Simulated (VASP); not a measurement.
# MgCd3Se4 (P-43m) in VASP: a series of runs, part 2 of 2

VASP 6.6.1.

### 3 Relaxation of cell and atoms, PBE

This run uses another cell than the first one, of 25.25 Å³/atom.

INCAR reads:

```
  PREC = Accurate
  ENCUT = 600
  EDIFF = 1E-6
  ISMEAR = 0
  SIGMA = 0.1
  LREAL = False
  LASPH = True
  NELM = 80
  ALGO = Normal
  ISIF = 3
  LWAVE = False
  LCHARG = False
  GGA = PE
  IBRION = 2
  NSW = 90
  EDIFFG = -0.04
```

KPOINTS reads:

```
Automatic mesh
0
Gamma
  4 4 4
```

POSCAR reads:

```
MgCd3Se4
1.0
    5.8676560200      0.0000000000      0.0000000000
    0.0000000000      5.8676560200      0.0000000000
    0.0000000000      0.0000000000      5.8676560200
Mg Cd Se
1 3 4
Direct
    0.5000000000      0.5000000000      0.5000000000
    0.0000000000      0.0000000000      0.5000000000
    0.0000000000      0.5000000000      0.0000000000
    0.5000000000      0.0000000000      0.0000000000
    0.7500000000      0.7500000000      0.7500000000
    0.7500000000      0.2500000000      0.2500000000
    0.2500000000      0.7500000000      0.2500000000
    0.2500000000      0.2500000000      0.7500000000
```

Potentials or basis: VASP PAW PBE potentials, release 64 (Mg, Cd, Se).

The run is started by

```bash
$ cat potpaw_PBE.64/Mg/POTCAR potpaw_PBE.64/Cd/POTCAR potpaw_PBE.64/Se/POTCAR > POTCAR
$ mpirun -np 1 vasp_std > vasp.out
```

OUTCAR:

```text
PREC = Accurate
   ENCUT = 600
   EDIFF = 1E-6
   ISMEAR = 0
   LREAL = False
   LASPH = True
   NELM = 80
   ISIF = 3
   GGA = PE
   IBRION = 2
   NSW = 90
   EDIFFG = -0.04

 ion  position               nearest neighbor table
   1  0.500  0.500  0.500-   5 2.54   6 2.54   7 2.54   8 2.54
   2  0.000  0.000  0.500-   5 2.54   6 2.54   7 2.54   8 2.54
   3  0.000  0.500  0.000-   5 2.54   6 2.54   7 2.54   8 2.54
   4  0.500  0.000  0.000-   5 2.54   6 2.54   7 2.54   8 2.54
   5  0.750  0.750  0.750-   1 2.54   2 2.54   3 2.54   4 2.54
   6  0.750  0.250  0.250-   1 2.54   2 2.54   3 2.54   4 2.54
   7  0.250  0.750  0.250-   1 2.54   2 2.54   3 2.54   4 2.54
   8  0.250  0.250  0.750-   1 2.54   2 2.54   3 2.54   4 2.54

  LATTYP: Found a simple cubic cell.
 ALAT       =     5.8676560200

  Lattice vectors:

 A1 = (   5.8676560200,   0.0000000000,   0.0000000000)
 A2 = (   0.0000000000,   5.8676560200,   0.0000000000)
 A3 = (   0.0000000000,   0.0000000000,   5.8676560200)

Analysis of symmetry for initial positions (statically):
=====================================================================
 Subroutine PRICEL returns:
 Original cell was already a primitive cell.

 Routine SETGRP: Setting up the symmetry group for a
 simple cubic supercell.

 Subroutine GETGRP returns: Found 24 space group operations
 (whereof 24 operations were pure point group operations)
 out of a pool of 48 trial point group operations.

The static configuration has the point symmetry T_d .

Analysis of symmetry for dynamics (positions and initial velocities):
=====================================================================
 Subroutine PRICEL returns:
 Original cell was already a primitive cell.

 Routine SETGRP: Setting up the symmetry group for a
 simple cubic supercell.

 Subroutine GETGRP returns: Found 24 space group operations
 (whereof 24 operations were pure point group operations)
 out of a pool of 48 trial point group operations.
[... 105 lines left out ...]
   ISYM   =      2    0-nonsym 1-usesym 2-fastsym
   POTIM  = 0.5000    time-step for ionic-motion
   TEBEG  =    0.0;   TEEND  =   0.0 temperature during run
   PSTRESS=    0.0 pullay stress
   NELECT =      62.0000    total number of electrons
   NUPDOWN=      -1.0000    fix difference up-down
   EMIN   =  10.00;   EMAX   =-10.00  energy-range for DOS
   EFERMI =   0.00;   METHOD = LEGACY
   ISMEAR =     0;   SIGMA  =   0.10  broadening in eV -4-tet -1-fermi 0-gaus
   EFERMI_NEDOS =   21; number of points for ismear=-14 and -15
   IALGO  =     38    algorithm
   IMIX   =      4    mixing-type and parameters
     AMIX     =   0.40;   BMIX     =  1.00
     AMIX_MAG =   1.60;   BMIX_MAG =  1.00
  volume/ion in A,a.u.               =      25.25       170.41
  Fermi-wavevector in a.u.,A,eV,Ry     =   1.104267  2.086762 16.591020  1.219406
  Thomas-Fermi vector in A             =   2.240737
   LORBIT       =      0    0 simple, 1 ext, 2 COOP (PROOUT), +10 PAW based schemes
   GGA     = PE    functional components
   LHFCALC =     F    Hartree Fock is set to
   AEXX    =    0.0000 exact exchange contribution
   IVDW    =     0    specifies the selected vdW correction
   LEPSILON=     F    determine dielectric tensor
   LRPA    =     F    only Hartree local field effects (RPA)
 conjugate gradient relaxation of ions
 non-spin polarized calculation
 Gauss-broadening in eV      SIGMA  =   0.10
  energy-cutoff  :      600.00
  volume of cell :      202.02
 maximum number of plane-waves:      6816
 NGX is ok and might be reduce to    48
   NGX = 23   NGY = 23   NGZ = 23

--------------------------------------- Ionic step        1  -------------------------------------------

 number of electron      62.0000000 magnetization

 Free energy of the ion-electron system (eV)
  ---------------------------------------------------
  ext. energy  EPLUGINS =         0.00000000
  ---------------------------------------------------
  free energy    TOTEN  =       -23.14511535 eV

  energy without entropy =      -23.14511535  energy(sigma->0) =      -23.14511535

------------------------ aborting loop because EDIFF is reached ----------------------------------------

  FORCE on cell =-STRESS in cart. coord.  units (eV):
  Direction    XX          YY          ZZ          XY          YZ          ZX
  --------------------------------------------------------------------------------------
  -------------------------------------------------------------------------------------
  Total       11.5461694     11.5461694     11.5461694     -0.0000000      0.0000000     -0.0000000
  in kB       91.5702853     91.5702853     91.5702853     -0.0000000      0.0000000     -0.0000000
  external PRESSURE =      91.5702853 kB  Pullay stress =       0.0000000 kB
[... 197 lines left out ...]
--------------------------------------- Ionic step        6  -------------------------------------------

 number of electron      61.9999961 magnetization

 Free energy of the ion-electron system (eV)
  ---------------------------------------------------
  ext. energy  EPLUGINS =         0.00000000
  ---------------------------------------------------
  free energy    TOTEN  =       -23.98966821 eV

  energy without entropy =      -23.98966821  energy(sigma->0) =      -23.98966821

 E-fermi :   0.9134     XC(G=0):  -8.4978

 val. band max:        0.4841289688   @ k =   0.0000   0.0000   0.0000
 cond. band min:       1.4598214650   @ k =   0.0000   0.0000   0.0000
 fundamental gap:      0.9756924962
 Fermi energy:         0.9133938120

 k-point     1 :       0.0000    0.0000    0.0000
  band No.  band energies     occupation
      1     -11.5979      2.00000
      2     -11.1123      2.00000
      3     -11.1123      2.00000
      4     -11.1123      2.00000
      5      -7.0506      2.00000
      6      -7.0506      2.00000
[... 424 lines left out ...]
  FREE ENERGIE OF THE ION-ELECTRON SYSTEM (eV)
  ---------------------------------------------------
  free  energy   TOTEN  =       -23.9896682085 eV

  energy  without entropy=      -23.9896682085  energy(sigma->0) =      -23.98966821

 reached required accuracy - stopping structural energy minimisation
```

OSZICAR:

```text
N       E                     dE             d eps       ncg     rms          rms(c)
DAV:   1     0.457545692809E+03    0.45755E+03   -0.30925E+04   740   0.167E+03
DAV:   2     0.563854229073E+01   -0.45191E+03   -0.43947E+03   843   0.365E+02
DAV:   3    -0.242664849905E+02   -0.29905E+02   -0.29755E+02   854   0.908E+01
[... 57 lines left out ...]
DAV:   3    -0.239898115330E+02    0.10117E-02   -0.36767E-03   853   0.347E-01    0.176E-01
DAV:   4    -0.239896552420E+02    0.15629E-03   -0.85641E-04   775   0.110E-01    0.692E-02
DAV:   5    -0.239896655529E+02   -0.10311E-04   -0.66641E-05   837   0.386E-02    0.164E-02
DAV:   6    -0.239896673284E+02   -0.17755E-05   -0.29173E-06   616   0.104E-02    0.795E-03
DAV:   7    -0.239896682085E+02   -0.88006E-06   -0.87844E-07   465   0.562E-03
   6 F= -.23989668E+02 E0= -.23989668E+02  d E =-.167688E-01
```

CONTCAR:

```text
MgCd3Se4
   1.00000000000000
     6.1532589711348669    0.0000000000000000   -0.0000000000000000
     0.0000000000000000    6.1532589711348669   -0.0000000000000000
    -0.0000000000000000    0.0000000000000000    6.1532589711348669
  Mg              Cd              Se
     1     3     4
Direct
     0.5000000000000000    0.5000000000000000    0.5000000000000000
     0.0000000000000000    0.0000000000000000    0.5000000000000000
     1.0000000000000000    0.5000000000000000    0.0000000000000000
     0.5000000000000000    0.0000000000000000    0.0000000000000000
     0.7441920252276273    0.7441920252276273    0.7441920252276273
     0.7441920252276273    0.2558079747723728    0.2558079747723728
     0.2558079747723728    0.7441920252276273    0.2558079747723728
     0.2558079747723728    0.2558079747723728    0.7441920252276273

  0.00000000E+00  0.00000000E+00  0.00000000E+00
  0.00000000E+00  0.00000000E+00  0.00000000E+00
  0.00000000E+00  0.00000000E+00  0.00000000E+00
  0.00000000E+00  0.00000000E+00  0.00000000E+00
  0.00000000E+00  0.00000000E+00  0.00000000E+00
  0.00000000E+00  0.00000000E+00  0.00000000E+00
  0.00000000E+00  0.00000000E+00  0.00000000E+00
  0.00000000E+00  0.00000000E+00  0.00000000E+00
```

Run time: 5 min. Hardware: 1 thread of Intel Xeon Platinum 8488C (Sapphire Rapids), shared host; peak memory 0.38 GiB.

Results:

```yaml
Free_energy: -23.9897 eV
Relaxed_volume: 29.12 Å³/atom
Relaxed_cell: a = 6.153 Å, b = 6.153 Å, c = 6.153 Å, α = 90.00°, β = 90.00°, γ = 90.00°
Space_group_after_relaxing_to_0.1_Å: P-43m (No. 215)
Energy_gained_by_relaxing: 105.6 meV/atom
Ionic_steps: 6
Pressure_after_relaxing: 0.0 GPa
Band_gap_on_the_k_mesh: 0.98 eV
```

The path:
```csv
step,energy change (eV),largest force (eV/Å),pressure (GPa),volume (Å³)
1,0.0000,0.7342,9.16,202.02
2,-0.7290,0.1221,-2.31,247.22
3,-0.8279,0.2441,-0.07,233.64
4,-0.8278,0.2374,-0.20,234.30
5,-0.8372,0.1578,-0.15,233.86
6,-0.8446,0.0109,-0.03,232.98
```

Final structure:
```yaml
crystal:
  lattice:
    - [6.15326, 0.00000, 0.00000]
    - [0.00000, 6.15326, 0.00000]
    - [0.00000, 0.00000, 6.15326]
  atoms:
    - { symbol: Mg, position: [0.50000, 0.50000, 0.50000] }
    - { symbol: Cd, position: [0.00000, 0.00000, 0.50000] }
    - { symbol: Cd, position: [0.00000, 0.50000, 0.00000] }
    - { symbol: Cd, position: [0.50000, 0.00000, 0.00000] }
    - { symbol: Se, position: [0.74419, 0.74419, 0.74419] }
    - { symbol: Se, position: [0.74419, 0.25581, 0.25581] }
    - { symbol: Se, position: [0.25581, 0.74419, 0.25581] }
    - { symbol: Se, position: [0.25581, 0.25581, 0.74419] }
```

Levels at points of the mesh, in eV from the valence-band top:
| k point | band 29 | band 30 | band 31 | band 32 | band 33 | band 34 |
| --- | --- | --- | --- | --- | --- | --- |
| (0.00, 0.00, 0.00) | 0.00 | 0.00 | 0.00 | 0.98 | 3.34 | 3.34 |
| (0.50, 0.00, 0.00) | -0.94 | -0.72 | -0.72 | 3.44 | 3.44 | 4.44 |
| (0.50, 0.50, 0.00) | -0.68 | -0.65 | -0.39 | 3.72 | 3.84 | 3.84 |
| (0.50, 0.50, 0.50) | -0.47 | -0.47 | -0.47 | 2.50 | 2.50 | 2.50 |

Caveat: the volume moved by over 15 % at a fixed basis, so the end points are rough.
